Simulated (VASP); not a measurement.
# Cu (Fm-3m) in VASP: notebook

The runs below take Cu through single point, with PBE.

Everything below comes from runs of VASP 6.6.1. Logs are shortened: lines on timing, memory, paths and dates and some standing lists are left out, and cuts for length are marked.

### Step 1. The cell of the first run

Symmetry: Fm-3m, No. 225, cubic system. The conventional cell has a = 3.541 Å, b = 3.541 Å, c = 3.541 Å, α = 90.00°, β = 90.00°, γ = 90.00°. Within 3.3 Å of Cu (site symmetry m-3m) lie 12 Cu at 2.50 Å.

### Step 2. Single point, PBE

File INCAR:

```
PREC = Accurate
ENCUT = 520
EDIFF = 1E-7
ISMEAR = 0
SIGMA = 0.05
LREAL = False
LASPH = True
NELM = 60
ALGO = Normal
ISIF = 2
LWAVE = False
LCHARG = True
GGA = PE
LELF = True
LVHAR = True
NBANDS = 12
```

File KPOINTS:

```
Automatic mesh
0
Gamma
  16 16 16
```

File POSCAR:

```
Cu
1.0
    0.0000000000      1.7706018915      1.7706018915
    1.7706018915      0.0000000000      1.7706018915
    1.7706018915      1.7706018915      0.0000000000
Cu
1
Direct
    0.0000000000      0.0000000000      0.0000000000
```

Potentials or basis: VASP PAW PBE potentials, release 64 (Cu).

Command:

```sh
$ cat potpaw_PBE.64/Cu/POTCAR > POTCAR
$ mpirun -np 1 vasp_std > vasp.out
```

OUTCAR:

```text
PREC = Accurate
   ENCUT = 520
   EDIFF = 1E-7
   ISMEAR = 0
   LREAL = False
   LASPH = True
   NELM = 60
   ISIF = 2
   GGA = PE

 ion  position               nearest neighbor table
   1  0.000  0.000  0.000-

  LATTYP: Found a face centered cubic cell.
 ALAT       =     3.5412037830

  Lattice vectors:

 A1 = (   0.0000000000,   1.7706018915,   1.7706018915)
 A2 = (   1.7706018915,   0.0000000000,   1.7706018915)
 A3 = (   1.7706018915,   1.7706018915,   0.0000000000)

Analysis of symmetry for initial positions (statically):
=====================================================================
 Subroutine PRICEL returns:
 Original cell was already a primitive cell.

 Routine SETGRP: Setting up the symmetry group for a
 face centered cubic supercell.

 Subroutine GETGRP returns: Found 48 space group operations
 (whereof 48 operations were pure point group operations)
 out of a pool of 48 trial point group operations.

The static configuration has the point symmetry O_h .

Analysis of symmetry for dynamics (positions and initial velocities):
=====================================================================
 Subroutine PRICEL returns:
 Original cell was already a primitive cell.

 Routine SETGRP: Setting up the symmetry group for a
 face centered cubic supercell.

 Subroutine GETGRP returns: Found 48 space group operations
 (whereof 48 operations were pure point group operations)
 out of a pool of 48 trial point group operations.

The dynamic configuration has the point symmetry O_h .

 Subroutine INISYM returns: Found 48 space group operations
 (whereof 48 operations are pure point group operations),
 and found     1 'primitive' translations

----------------------------------------------------------------------------------------

                                     Primitive cell

  volume of cell :      11.1018

  direct lattice vectors                    reciprocal lattice vectors
     0.000000000  1.770601891  1.770601891    -0.282389849  0.282389849  0.282389849
     1.770601891  0.000000000  1.770601891     0.282389849 -0.282389849  0.282389849
     1.770601891  1.770601891  0.000000000     0.282389849  0.282389849 -0.282389849

  length of vectors
     2.504009209  2.504009209  2.504009209     0.489113565  0.489113565  0.489113565

  position of ions in fractional coordinates (direct lattice)
     0.000000000  0.000000000  0.000000000

  ion indices of the primitive-cell ions
   primitive index   ion index
                 1           1

----------------------------------------------------------------------------------------
[... 75 lines left out ...]
   NFREE  =      0    steps in history (QN), initial steepest desc. (CG)
   ISIF   =      2    stress and relaxation
   ISYM   =      2    0-nonsym 1-usesym 2-fastsym
   POTIM  = 0.5000    time-step for ionic-motion
   TEBEG  =    0.0;   TEEND  =   0.0 temperature during run
   PSTRESS=    0.0 pullay stress
   NELECT =      11.0000    total number of electrons
   NUPDOWN=      -1.0000    fix difference up-down
   EMIN   =  10.00;   EMAX   =-10.00  energy-range for DOS
   EFERMI =   0.00;   METHOD = LEGACY
   ISMEAR =     0;   SIGMA  =   0.05  broadening in eV -4-tet -1-fermi 0-gaus
   EFERMI_NEDOS =   21; number of points for ismear=-14 and -15
   IALGO  =     38    algorithm
   IMIX   =      4    mixing-type and parameters
     AMIX     =   0.40;   BMIX     =  1.00
     AMIX_MAG =   1.60;   BMIX_MAG =  1.00
  volume/ion in A,a.u.               =      11.10        74.92
  Fermi-wavevector in a.u.,A,eV,Ry     =   1.632080  3.084184 36.241641  2.663685
  Thomas-Fermi vector in A             =   2.724110
   LORBIT       =      0    0 simple, 1 ext, 2 COOP (PROOUT), +10 PAW based schemes
   GGA     = PE    functional components
   LHFCALC =     F    Hartree Fock is set to
   AEXX    =    0.0000 exact exchange contribution
   IVDW    =     0    specifies the selected vdW correction
   LEPSILON=     F    determine dielectric tensor
   LRPA    =     F    only Hartree local field effects (RPA)
 non-spin polarized calculation
 Gauss-broadening in eV      SIGMA  =   0.05
  energy-cutoff  :      520.00
  volume of cell :       11.10
 maximum number of plane-waves:       308
   NGX =  9   NGY =  9   NGZ =  9

 number of electron      11.0000009 magnetization

 Free energy of the ion-electron system (eV)
  ---------------------------------------------------
  ext. energy  EPLUGINS =         0.00000000
  ---------------------------------------------------
  free energy    TOTEN  =        -3.69334232 eV

  energy without entropy =       -3.69297364  energy(sigma->0) =       -3.69315798

 E-fermi :   8.3539     XC(G=0): -13.0886

 val. band max:        8.3425260237   @ k =   0.5000   0.1875   0.0625
 cond. band min:       8.4242191183   @ k =   0.5000   0.3125   0.1250
 fundamental gap:      0.0816930945
 Fermi energy:         8.3538719823

 k-point     1 :       0.0000    0.0000    0.0000
  band No.  band energies     occupation
      1      -1.4545      2.00000
      2       5.1574      2.00000
      3       5.1574      2.00000
      4       5.1574      2.00000
      5       6.0626      2.00000
      6       6.0626      2.00000
      7      31.4656      0.00000
      8      34.5980      0.00000
      9      34.5980      0.00000
     10      34.5980      0.00000
     11      37.1579      0.00000
     12      37.1579      0.00000
[... 331 lines left out ...]
 k-point    24 :      -0.0625    0.0625    0.0000
  band No.  band energies     occupation
      1      -1.0600      2.00000
      2       5.0623      2.00000
      3       5.2295      2.00000
      4       5.2440      2.00000
      5       5.9926      2.00000
      6       6.0770      2.00000
      7      29.6570      0.00000
      8      30.9656      0.00000
      9      33.5099      0.00000
     10      35.1581      0.00000
     11      37.3486      0.00000
     12      37.8958      0.00000

 [... further k-points ...]
[... 5 lines left out ...]
  --------------------------------------------------------------------------------------
  -------------------------------------------------------------------------------------
  Total        0.9152638      0.9152638      0.9152638     -0.0000000      0.0000000      0.0000000
  in kB      132.0882293    132.0882293    132.0882293     -0.0000000      0.0000000      0.0000000
  external PRESSURE =     132.0882293 kB  Pullay stress =       0.0000000 kB

 VOLUME and BASIS-vectors are now :
 -----------------------------------------------------------------------------
  energy-cutoff  :      520.00
  volume of cell :       11.10
      direct lattice vectors                 reciprocal lattice vectors
     0.000000000  1.770601891  1.770601891    -0.282389849  0.282389849  0.282389849
     1.770601891  0.000000000  1.770601891     0.282389849 -0.282389849  0.282389849
     1.770601891  1.770601891  0.000000000     0.282389849  0.282389849 -0.282389849

 POSITION                                       TOTAL-FORCE (eV/Angst)
 -----------------------------------------------------------------------------------
      0.00000      0.00000      0.00000         0.000000      0.000000     -0.000000
 -----------------------------------------------------------------------------------
    total drift:                                0.000000      0.000000      0.000000

  FREE ENERGIE OF THE ION-ELECTRON SYSTEM (eV)
  ---------------------------------------------------
  free  energy   TOTEN  =        -3.6933423205 eV

  energy  without entropy=       -3.6929736387  energy(sigma->0) =       -3.69315798
```

OSZICAR:

```text
N       E                     dE             d eps       ncg     rms          rms(c)
DAV:   1     0.420825572100E+02    0.42083E+02   -0.54157E+03  3892   0.156E+03
DAV:   2    -0.325735217284E+01   -0.45340E+02   -0.41323E+02  3592   0.206E+02
DAV:   3    -0.460898292947E+01   -0.13516E+01   -0.13440E+01  4080   0.405E+01
DAV:   4    -0.461756872361E+01   -0.85858E-02   -0.85845E-02  3872   0.284E+00
DAV:   5    -0.461764755505E+01   -0.78831E-04   -0.78830E-04  4148   0.277E-01    0.775E+00
DAV:   6    -0.402830602864E+01    0.58934E+00   -0.13590E+01  4188   0.711E+01    0.355E+00
DAV:   7    -0.370799264079E+01    0.32031E+00   -0.20278E+00  4192   0.273E+01    0.646E-01
DAV:   8    -0.369460590403E+01    0.13387E-01   -0.46949E-03  4484   0.757E-01    0.266E-01
DAV:   9    -0.369334079788E+01    0.12651E-02   -0.74320E-03  4424   0.151E+00    0.290E-02
DAV:  10    -0.369334400137E+01   -0.32035E-05   -0.29662E-05  5052   0.878E-02    0.920E-03
DAV:  11    -0.369334209703E+01    0.19043E-05   -0.20920E-06  4308   0.276E-02    0.284E-04
DAV:  12    -0.369334223913E+01   -0.14211E-06   -0.17015E-08  2548   0.145E-03    0.107E-04
DAV:  13    -0.369334232048E+01   -0.81351E-07   -0.23722E-09  2120   0.637E-04
   1 F= -.36933423E+01 E0= -.36931580E+01  d E =-.368682E-03
```

Run time: 15 s. Hardware: 1 thread of Intel Xeon Platinum 8488C (Sapphire Rapids), shared host; peak memory 0.13 GiB.

Results:

| Property | Result |
| --- | --- |
| Free energy | -3.6933 eV |
| Pressure | 13.2 GPa |

Levels at points of the mesh, in eV from the Fermi level:
```
           k point  band 3  band 4  band 5  band 6  band 7  band 8  band 9  band 10
(0.00, 0.00, 0.00)   -3.20   -3.20   -2.29   -2.29   23.11   26.24   26.24    26.24
(0.50, 0.00, 0.00)   -3.24   -1.67   -1.67   -1.16    4.11   21.57   23.08    23.08
(0.50, 0.50, 0.00)   -1.69   -1.51   -1.51    1.48    7.58   13.60   13.60    18.25
```

### Step 3. Single point, PBE

This run uses another cell than the first one, of 11.81 Å³/atom, 1.064 times its volume.

File INCAR:

```
SYSTEM = Cu
  PREC = Accurate
  ENCUT = 520
  EDIFF = 1E-7
  ISMEAR = 0
  SIGMA = 0.05
  LREAL = .FALSE.
  LASPH = .TRUE.
  NELM = 100
  ALGO = Normal
  ISIF = 2
  LWAVE = .FALSE.
  LCHARG = .FALSE.
  GGA = PE
  NBANDS = 12
```

File KPOINTS:

```
regular mesh
0
G
  16 16 16
  0 0 0
```

File POSCAR:

```
Cu
1.0
    0.0000000000      1.8075000000      1.8075000000
    1.8075000000      0.0000000000      1.8075000000
    1.8075000000      1.8075000000      0.0000000000
Cu
1
Direct
    0.0000000000      0.0000000000      0.0000000000
```

Potentials or basis: VASP PAW PBE potentials, release 64 (Cu).

Command:

```sh
$ cat potpaw_PBE.64/Cu/POTCAR > POTCAR
$ mpirun -np 1 vasp_std > vasp.out
```

Wall time 16 s (1 thread of Intel Xeon Platinum 8488C (Sapphire Rapids), shared host); peak memory 0.13 GiB.

Results (log left out):

```
Free energy : -3.7268 eV
Pressure    : 2.4 GPa
```

Levels at points of the mesh, in eV from the Fermi level:
```
           k point  band 2  band 3  band 4  band 5  band 6  band 7  band 8  band 9  band 10  band 11
(0.00, 0.00, 0.00)   -2.99   -2.99   -2.99   -2.16   -2.16   22.63   25.28   25.28    25.28    27.77
(0.50, 0.00, 0.00)   -3.02   -3.02   -1.60   -1.60   -0.96    3.80   21.13   22.11    22.11    25.12
(0.50, 0.50, 0.00)   -4.38   -1.61   -1.45   -1.45    1.54    7.15   13.12   13.12    17.61    20.30
```
